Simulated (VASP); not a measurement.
Hf: single point with PBE

The system is Hf.

```xyz
2
Lattice="-2.1760 2.1760 1.1941 2.1760 -2.1760 1.1941 2.1760 2.1760 -1.1941" Properties=species:S:1:pos:R:3 pbc="T T T"
Hf    0.0000   -1.0880   -0.2985
Hf    0.0000    1.0880    0.2985
```

```json
{
  "Program": "VASP 6.6.1",
  "Task": "single point",
  "Functional": "PBE",
  "Potentials or basis": "VASP PAW PBE potentials, release 64 (Hf_pv)",
  "Cutoff": "520 eV",
  "k mesh": "18 × 18 × 18",
  "Occupations": "fermi-dirac, width 0.1 eV",
  "Spin": "no spin polarisation"
}
```

```yaml
Pressure: 244.6 GPa
Band_gap_on_the_k_mesh: zero (bands 10 and 11 overlap by 3.37 eV)
```

Stress tensor (GPa, compression positive):
```
243.88   0.00   0.00
  0.00 243.88   0.00
  0.00   0.00 246.06
```

Levels at points of the mesh, in eV from the Fermi level:
```csv
k point,band 6,band 7,band 8,band 9,band 10,band 11,band 12,band 13,band 14,band 15
"(0.00, 0.00, 0.00)",-27.34,-8.29,-7.67,-3.28,-2.36,-0.97,5.21,5.21,5.91,5.91
"(0.50, 0.00, 0.00)",-27.19,-6.08,-5.43,-2.79,0.10,1.64,3.76,5.42,5.55,10.82
"(0.50, 0.50, 0.00)",-27.25,-4.13,-4.13,-1.51,-1.51,2.79,2.79,5.45,5.45,9.15
"(0.50, 0.50, 0.50)",-26.52,-3.96,-3.96,-0.19,-0.19,3.48,3.48,5.13,5.13,8.03
```

It took 3 min on 1 thread of Intel(R) Xeon(R) Platinum 8259CL CPU @ 2.50GHz (Skylake/Cascade Lake), on a shared host, peak memory 0.28 GiB.

Caveat: the cell stands under pressure; spin-orbit coupling is left out, which moves the levels of the heavy elements.
